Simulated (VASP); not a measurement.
# RbCl (Fm-3m) in VASP: a series of runs

RbCl is run at these levels: PBE, LDA; tasks: single point.

Program: VASP 6.6.1. These are calculated values, not measurements. Logs are shortened: lines on timing, memory, paths and dates and some standing lists are left out, and cuts for length are marked.

## 1. The cell of the first run

The structure is cubic, space group Fm-3m (No. 225). Conventional cell: a = 6.611 Å, b = 6.611 Å, c = 6.611 Å, α = 90.00°, β = 90.00°, γ = 90.00°. Within 4.3 Å of Rb (site symmetry m-3m) lie 6 Cl at 3.31 Å. Cl (site symmetry m-3m) has 6 Rb at 3.31 Å within 4.3 Å.

## 2. Single point, PBE

INCAR

```
SYSTEM = RbCl
PREC = Accurate
ENCUT = 500
EDIFF = 1E-6
ISMEAR = 0
SIGMA = 0.01
LREAL = .False.
LASPH = .True.
NELM = 120
ALGO = Normal
ISIF = 2
LWAVE = .False.
LCHARG = .False.
GGA = PE
NBANDS = 15
GGA_COMPAT = .False.
```

KPOINTS

```
Automatic mesh
0
Gamma
  4 4 4
  0 0 0
```

POSCAR

```
RbCl
1.0
    0.0000000000      3.3057264435      3.3057264435
    3.3057264435      0.0000000000      3.3057264435
    3.3057264435      3.3057264435      0.0000000000
Rb Cl
1 1
Direct
    0.0000000000      0.0000000000      0.0000000000
    0.5000000000      0.5000000000      0.5000000000
```

Potentials or basis: VASP PAW PBE potentials, release 64 (Rb_sv, Cl).

On the command line:

```console
cat potpaw_PBE.64/Rb_sv/POTCAR potpaw_PBE.64/Cl/POTCAR > POTCAR
mpirun -np 1 vasp_std > vasp.out
```

OUTCAR:

```text
SYSTEM = RbCl
   PREC = Accurate
   ENCUT = 500
   EDIFF = 1E-6
   ISMEAR = 0
   LREAL = .False.
   LASPH = .True.
   NELM = 120
   ISIF = 2
   GGA = PE

 ion  position               nearest neighbor table
   1  0.000  0.000  0.000-   2 3.31   2 3.31   2 3.31   2 3.31   2 3.31   2 3.31
   2  0.500  0.500  0.500-   1 3.31   1 3.31   1 3.31   1 3.31   1 3.31   1 3.31

  LATTYP: Found a face centered cubic cell.
 ALAT       =     6.6114528870

  Lattice vectors:

 A1 = (   0.0000000000,   3.3057264435,   3.3057264435)
 A2 = (   3.3057264435,   0.0000000000,   3.3057264435)
 A3 = (   3.3057264435,   3.3057264435,   0.0000000000)

Analysis of symmetry for initial positions (statically):
=====================================================================
 Subroutine PRICEL returns:
 Original cell was already a primitive cell.

 Routine SETGRP: Setting up the symmetry group for a
 face centered cubic supercell.

 Subroutine GETGRP returns: Found 48 space group operations
 (whereof 48 operations were pure point group operations)
 out of a pool of 48 trial point group operations.

The static configuration has the point symmetry O_h .

Analysis of symmetry for dynamics (positions and initial velocities):
=====================================================================
 Subroutine PRICEL returns:
 Original cell was already a primitive cell.

 Routine SETGRP: Setting up the symmetry group for a
 face centered cubic supercell.

 Subroutine GETGRP returns: Found 48 space group operations
 (whereof 48 operations were pure point group operations)
 out of a pool of 48 trial point group operations.

The dynamic configuration has the point symmetry O_h .

 Subroutine INISYM returns: Found 48 space group operations
 (whereof 48 operations are pure point group operations),
 and found     1 'primitive' translations

----------------------------------------------------------------------------------------

                                     Primitive cell

  volume of cell :      72.2488

  direct lattice vectors                    reciprocal lattice vectors
     0.000000000  3.305726443  3.305726443    -0.151252685  0.151252685  0.151252685
     3.305726443  0.000000000  3.305726443     0.151252685 -0.151252685  0.151252685
     3.305726443  3.305726443  0.000000000     0.151252685  0.151252685 -0.151252685

  length of vectors
     4.675003170  4.675003170  4.675003170     0.261977335  0.261977335  0.261977335

  position of ions in fractional coordinates (direct lattice)
     0.000000000  0.000000000  0.000000000
     0.500000000  0.500000000  0.500000000

  ion indices of the primitive-cell ions
   primitive index   ion index
                 1           1
                 2           2

----------------------------------------------------------------------------------------

 KPOINTS: Automatic mesh

Automatic generation of k-mesh.
 Grid dimensions read from file:
 generate k-points for:    4    4    4

 Generating k-lattice:

  Cartesian coordinates                     Fractional coordinates (reciprocal lattice)
    -0.037813171  0.037813171  0.037813171     0.250000000  0.000000000  0.000000000
     0.037813171 -0.037813171  0.037813171     0.000000000  0.250000000  0.000000000
     0.037813171  0.037813171 -0.037813171     0.000000000  0.000000000  0.250000000

  Length of vectors
     0.065494334  0.065494334  0.065494334

  Shift w.r.t. Gamma in fractional coordinates (k-lattice)
     0.000000000  0.000000000  0.000000000

 Subroutine IBZKPT returns following result:
 ===========================================

 Found      8 irreducible k-points:

 Following reciprocal coordinates:
            Coordinates               Weight
  0.000000  0.000000  0.000000      1.000000
  0.250000  0.000000  0.000000      8.000000
  0.500000  0.000000  0.000000      4.000000
  0.250000  0.250000  0.000000      6.000000
  0.500000  0.250000  0.000000     24.000000
 -0.250000  0.250000  0.000000     12.000000
  0.500000  0.500000  0.000000      3.000000
 -0.250000  0.500000  0.250000      6.000000
   k-points           NKPTS =      8   k-points in BZ     NKDIM =      8   number of bands    NBANDS=     15
   number of dos      NEDOS =    301   number of ions     NIONS =      2
   total plane-waves  NPLWV =  46656
   dimension x,y,z NGX =    36 NGY =   36 NGZ =   36
   dimension x,y,z NGXF=    72 NGYF=   72 NGZF=   72
   ions per type =               1   1
   NGX,Y,Z   is equivalent  to a cutoff of  12.80, 12.80, 12.80 a.u.
   NGXF,Y,Z  is equivalent  to a cutoff of  25.60, 25.60, 25.60 a.u.
 SYSTEM =  RbCl
   PREC   = accura    normal or accurate (medium, high low for compatibility)
   ISTART =      0    job   : 0-new  1-cont  2-samecut
   ICHARG =      2    charge: 1-file 2-atom 10-const
   ISPIN  =      1    spin polarized calculation?
   LNONCOLLINEAR =      F non collinear calculations
   LSORBIT =      F    spin-orbit coupling
   LASPH  =      T    aspherical Exc in radial PAW
   ENCUT  =  500.0 eV  36.75 Ry    6.06 a.u.   8.52  8.52  8.52*2*pi/ulx,y,z
   NELM   =    120;   NELMIN=  2; NELMDL= -5     # of ELM steps
   EDIFF  = 0.1E-05   stopping-criterion for ELM
   LREAL  =      F    real-space projection
   EDIFFG = 0.1E-04   stopping-criterion for IOM
   NSW    =      0    number of steps for IOM
   IBRION =     -1    ionic relax: 0-MD 1-quasi-New 2-CG
   NFREE  =      0    steps in history (QN), initial steepest desc. (CG)
   ISIF   =      2    stress and relaxation
   ISYM   =      2    0-nonsym 1-usesym 2-fastsym
   POTIM  = 0.5000    time-step for ionic-motion
   TEBEG  =    0.0;   TEEND  =   0.0 temperature during run
   PSTRESS=    0.0 pullay stress
   NELECT =      16.0000    total number of electrons
   NUPDOWN=      -1.0000    fix difference up-down
   EMIN   =  10.00;   EMAX   =-10.00  energy-range for DOS
   EFERMI =   0.00;   METHOD = LEGACY
   ISMEAR =     0;   SIGMA  =   0.01  broadening in eV -4-tet -1-fermi 0-gaus
   EFERMI_NEDOS =   21; number of points for ismear=-14 and -15
   IALGO  =     38    algorithm
   IMIX   =      4    mixing-type and parameters
     AMIX     =   0.40;   BMIX     =  1.00
     AMIX_MAG =   1.60;   BMIX_MAG =  1.00
  volume/ion in A,a.u.               =      36.12       243.78
  Fermi-wavevector in a.u.,A,eV,Ry     =   0.990462  1.871702 13.347525  0.981015
  Thomas-Fermi vector in A             =   2.122134
   LORBIT       =      0    0 simple, 1 ext, 2 COOP (PROOUT), +10 PAW based schemes
   GGA     = PE    functional components
   LHFCALC =     F    Hartree Fock is set to
   AEXX    =    0.0000 exact exchange contribution
   IVDW    =     0    specifies the selected vdW correction
   LEPSILON=     F    determine dielectric tensor
   LRPA    =     F    only Hartree local field effects (RPA)
 non-spin polarized calculation
 Gauss-broadening in eV      SIGMA  =   0.01
  energy-cutoff  :      500.00
  volume of cell :       72.25
 maximum number of plane-waves:      1856
 NGX is ok and might be reduce to    36
   NGX = 17   NGY = 17   NGZ = 17

 number of electron      16.0000002 magnetization

 Free energy of the ion-electron system (eV)
  ---------------------------------------------------
  ext. energy  EPLUGINS =         0.00000000
  ---------------------------------------------------
  free energy    TOTEN  =        -6.66976205 eV

  energy without entropy =       -6.66976205  energy(sigma->0) =       -6.66976205

 E-fermi :  -1.8454     XC(G=0):  -7.2967

 val. band max:       -1.9286200774   @ k =   0.0000   0.0000   0.0000
 cond. band min:       3.0252965272   @ k =   0.0000   0.0000   0.0000
 fundamental gap:      4.9539166046
 Fermi energy:        -1.8454260291

 k-point     1 :       0.0000    0.0000    0.0000
  band No.  band energies     occupation
      1     -25.8841      2.00000
      2     -13.9146      2.00000
      3      -9.9330      2.00000
      4      -9.9330      2.00000
      5      -9.9330      2.00000
      6      -1.9286      2.00000
      7      -1.9286      2.00000
      8      -1.9286      2.00000
      9       3.0253      0.00000
     10       6.0556      0.00000
     11       6.0556      0.00000
     12       6.0556      0.00000
     13       7.0301      0.00000
     14       7.0301      0.00000
     15      10.1360      0.00000

 k-point     2 :       0.2500    0.0000    0.0000
  band No.  band energies     occupation
      1     -25.8767      2.00000
      2     -13.9438      2.00000
      3      -9.9391      2.00000
      4      -9.9391      2.00000
      5      -9.9212      2.00000
      6      -2.3964      2.00000
      7      -2.0979      2.00000
      8      -2.0979      2.00000
      9       4.2717      0.00000
     10       5.8257      0.00000
     11       6.8032      0.00000
     12       6.8032      0.00000
     13       7.8814      0.00000
     14       7.8814      0.00000
     15      11.6617      0.00000

 k-point     3 :       0.5000    0.0000    0.0000
  band No.  band energies     occupation
      1     -25.8693      2.00000
      2     -13.9726      2.00000
      3      -9.9451      2.00000
      4      -9.9451      2.00000
      5      -9.9100      2.00000
      6      -2.7703      2.00000
      7      -2.2555      2.00000
      8      -2.2555      2.00000
      9       5.7746      0.00000
     10       5.9949      0.00000
     11       8.1722      0.00000
     12       8.1722      0.00000
     13       9.3878      0.00000
     14       9.3878      0.00000
     15       9.9947      0.00000

 k-point     4 :       0.2500    0.2500    0.0000
  band No.  band energies     occupation
      1     -25.8744      2.00000
      2     -13.9231      2.00000
      3      -9.9806      2.00000
      4      -9.9806      2.00000
      5      -9.9472      2.00000
      6      -2.4436      2.00000
      7      -1.9971      2.00000
      8      -1.9971      2.00000
      9       4.3766      0.00000
     10       4.9626      0.00000
     11       7.5015      0.00000
     12       7.5456      0.00000
     13       7.5456      0.00000
     14       8.3511      0.00000
     15      11.2195      0.00000

 k-point     5 :       0.5000    0.2500    0.0000
  band No.  band energies     occupation
      1     -25.8672      2.00000
      2     -13.9210      2.00000
      3     -10.0573      2.00000
      4      -9.9873      2.00000
      5      -9.9755      2.00000
      6      -2.4572      2.00000
      7      -2.2091      2.00000
      8      -2.1438      2.00000
      9       5.1543      0.00000
     10       5.9544      0.00000
     11       7.8403      0.00000
     12       8.2606      0.00000
     13       8.4950      0.00000
     14       9.0391      0.00000
     15       9.7131      0.00000

 k-point     6 :      -0.2500    0.2500    0.0000
  band No.  band energies     occupation
      1     -25.8695      2.00000
      2     -13.9419      2.00000
      3     -10.0418      2.00000
      4      -9.9459      2.00000
      5      -9.9225      2.00000
      6      -2.5884      2.00000
      7      -2.2392      2.00000
      8      -2.1040      2.00000
      9       5.3826      0.00000
     10       5.8177      0.00000
     11       7.4832      0.00000
     12       7.5836      0.00000
     13       8.4122      0.00000
     14       9.3781      0.00000
     15       9.8386      0.00000

 k-point     7 :       0.5000    0.5000    0.0000
  band No.  band energies     occupation
      1     -25.8651      2.00000
      2     -13.8677      2.00000
      3     -10.1769      2.00000
      4     -10.0288      2.00000
      5     -10.0288      2.00000
      6      -2.2507      2.00000
      7      -2.0314      2.00000
      8      -2.0314      2.00000
      9       4.2885      0.00000
     10       6.0750      0.00000
     11       7.7073      0.00000
     12       8.1118      0.00000
     13       8.4003      0.00000
     14       9.7301      0.00000
     15       9.7301      0.00000

 k-point     8 :      -0.2500    0.5000    0.2500
  band No.  band energies     occupation
      1     -25.8649      2.00000
      2     -13.8986      2.00000
      3     -10.1031      2.00000
      4     -10.1031      2.00000
      5      -9.9227      2.00000
      6      -2.3576      2.00000
      7      -2.1675      2.00000
      8      -2.1675      2.00000
      9       5.7243      0.00000
     10       5.7243      0.00000
     11       7.3566      0.00000
     12       7.3692      0.00000
     13       9.5215      0.00000
     14       9.7722      0.00000
     15      10.2870      0.00000

------------------------ aborting loop because EDIFF is reached ----------------------------------------

  FORCE on cell =-STRESS in cart. coord.  units (eV):
  Direction    XX          YY          ZZ          XY          YZ          ZX
  --------------------------------------------------------------------------------------
  -------------------------------------------------------------------------------------
  Total        0.2775499      0.2775499      0.2775499     -0.0000000     -0.0000000      0.0000000
  in kB        6.1548994      6.1548994      6.1548994     -0.0000000     -0.0000000      0.0000000
  external PRESSURE =       6.1548994 kB  Pullay stress =       0.0000000 kB

 VOLUME and BASIS-vectors are now :
 -----------------------------------------------------------------------------
  energy-cutoff  :      500.00
  volume of cell :       72.25
      direct lattice vectors                 reciprocal lattice vectors
     0.000000000  3.305726443  3.305726443    -0.151252685  0.151252685  0.151252685
     3.305726443  0.000000000  3.305726443     0.151252685 -0.151252685  0.151252685
     3.305726443  3.305726443  0.000000000     0.151252685  0.151252685 -0.151252685

 POSITION                                       TOTAL-FORCE (eV/Angst)
 -----------------------------------------------------------------------------------
      0.00000      0.00000      0.00000        -0.000000     -0.000000     -0.000000
      3.30573      3.30573      3.30573         0.000000      0.000000      0.000000
 -----------------------------------------------------------------------------------
    total drift:                                0.000000      0.000000      0.000000

  FREE ENERGIE OF THE ION-ELECTRON SYSTEM (eV)
  ---------------------------------------------------
  free  energy   TOTEN  =        -6.6697620518 eV

  energy  without entropy=       -6.6697620518  energy(sigma->0) =       -6.66976205
```

Run time: 8.9 s. Hardware: 1 thread of Intel Xeon Platinum 8259CL at 2.50GHz (Skylake/Cascade Lake), shared host; peak memory 0.19 GiB.

Results:

- Free energy: -6.6698 eV
- Pressure: 0.6 GPa
- Band gap on the k mesh: 4.95 eV, direct

Expect the measured gap to be larger: semilocal functionals such as PBE lack the derivative discontinuity.

## 3. Single point, LDA

Changes to INCAR since step 2:

```diff
@@ -13,3 +13,2 @@
 LCHARG = .False.
-GGA = PE
 NBANDS = 15
```

KPOINTS

```
regular mesh
0
Gamma
  4 4 4
  0 0 0
```

POSCAR is that of step 2.

Potentials or basis: VASP PAW LDA potentials, release 64 (Rb_sv, Cl).

On the command line:

```console
cat potpaw_LDA.64/Rb_sv/POTCAR potpaw_LDA.64/Cl/POTCAR > POTCAR
mpirun -np 1 vasp_std > vasp.out
```

It took 6.6 s on 1 thread of Intel Xeon Platinum 8259CL at 2.50GHz (Skylake/Cascade Lake), shared host; peak memory 0.16 GiB.

Results (log left out):

| Quantity | Value |
| --- | --- |
| Free energy | -7.2240 eV |
| Pressure | -1.8 GPa |
| Band gap on the k mesh | 4.52 eV, direct |

Levels at points of the mesh, in eV from the valence-band top:
```tsv
k point	band 6	band 7	band 8	band 9	band 10	band 11
(0.00, 0.00, 0.00)	0.00	0.00	0.00	4.52	7.70	7.70
(0.50, 0.00, 0.00)	-0.91	-0.35	-0.35	7.30	7.58	9.86
(0.50, 0.50, 0.00)	-0.34	-0.11	-0.11	5.86	7.64	9.20
```

(Part 1 of 2 ends here.)
